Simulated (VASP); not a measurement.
The system is Pd.

```xyz
1
Lattice="0.0000 1.9587 1.9587 1.9587 0.0000 1.9587 1.9587 1.9587 0.0000" Properties=species:S:1:pos:R:3 pbc="T T T"
Pd    0.0000    0.0000    0.0000
```

```yaml
Program: VASP 6.6.1
Task: relaxation of cell and atoms
Functional: LDA
Potentials_or_basis: VASP PAW LDA potentials, release 64 (Pd)
Cutoff: 600 eV
k_mesh: 8 × 8 × 8
Occupations: gaussian, width 0.1 eV
Spin: no spin polarisation
```

At the start: pressure -10.6 GPa; volume 15.03 Å³/atom.

Q: How do energy, volume and symmetry change on relaxing?

A: Over 3 steps the energy falls by 28.1 meV/atom and the volume is 14.25 Å³/atom (-5.2 %); space group Fm-3m (No. 225, to 0.05 Å).

The path:
| step | energy change (eV) | largest force (eV/Å) | pressure (GPa) | volume (Å³) |
| --- | --- | --- | --- | --- |
| 1 | 0.0000 | 0.0000 | -10.60 | 15.03 |
| 2 | 0.0667 | 0.0000 | 26.62 | 12.97 |
| 3 | -0.0281 | 0.0000 | -0.33 | 14.25 |

Final structure:
```yaml
crystal:
  lattice:
    - [0.00000, 1.92415, 1.92415]
    - [1.92415, 0.00000, 1.92415]
    - [1.92415, 1.92415, 0.00000]
  atoms:
    - { symbol: Pd, position: [0.00000, 0.00000, 0.00000] }
```
